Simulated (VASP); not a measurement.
Wanted: the native input for a VASP 6.6.1 run.

| Item | Value |
| --- | --- |
| Task | single point |
| Functional | PBE |
| Potentials or basis | VASP PAW PBE potentials, release 64 (Ir) |
| Cutoff | 520 eV |
| k mesh | 22 × 22 × 22 |
| Occupations | gaussian, width 0.15 eV |
| Spin | no spin polarisation |
| Dipole correction | no |
| Further INCAR settings | ALGO = Fast; EDIFF = 1e-06; NBANDS = 10 |

The structure of Ir lies in POSCAR:

```
Ir
1.0
    0.0023996250      1.9197000000      1.9197000000
    1.9197000000      0.0023996250      1.9197000000
    1.9220996250      1.9220996250      0.0000000000
Ir
1
Direct
    0.0000000000      0.0000000000      0.0000000000
```

This cell differs from its parent crystal: strain +0.0025 x Voigt [0, 0, 0, 0, 0, 1].

The input as run:

INCAR

```
SYSTEM = Ir
  PREC = Accurate
  ENCUT = 520
  EDIFF = 1E-6
  ISMEAR = 0
  SIGMA = 0.15
  LREAL = .FALSE.
  LASPH = .TRUE.
  NELM = 80
  ALGO = Fast
  ISIF = 2
  LWAVE = .FALSE.
  LCHARG = .TRUE.
  GGA = PE
  LELF = .TRUE.
  LVHAR = .TRUE.
  NBANDS = 10
```

KPOINTS

```
regular mesh
0
G
  22 22 22
  0 0 0
```

Potentials or basis: VASP PAW PBE potentials, release 64 (Ir).

Run with:

```sh
$ cat potpaw_PBE.64/Ir/POTCAR > POTCAR
$ mpirun -np 1 vasp_std > vasp.out
```

Results of the run:

```yaml
Pressure: 9.6 GPa
Band_gap_on_the_k_mesh: zero (an odd number of electrons rules out a gap without spin polarisation)
```

Caveat: the cell differs from its parent crystal (strain +0.0025 x Voigt [0, 0, 0, 0, 0, 1]); the cell stands under pressure; spin-orbit coupling is left out, which moves the levels of the heavy elements.

Wall time 87 s on 1 thread of Intel(R) Xeon(R) 6975P-C (Granite Rapids), on a shared host, peak memory 0.33 GiB.
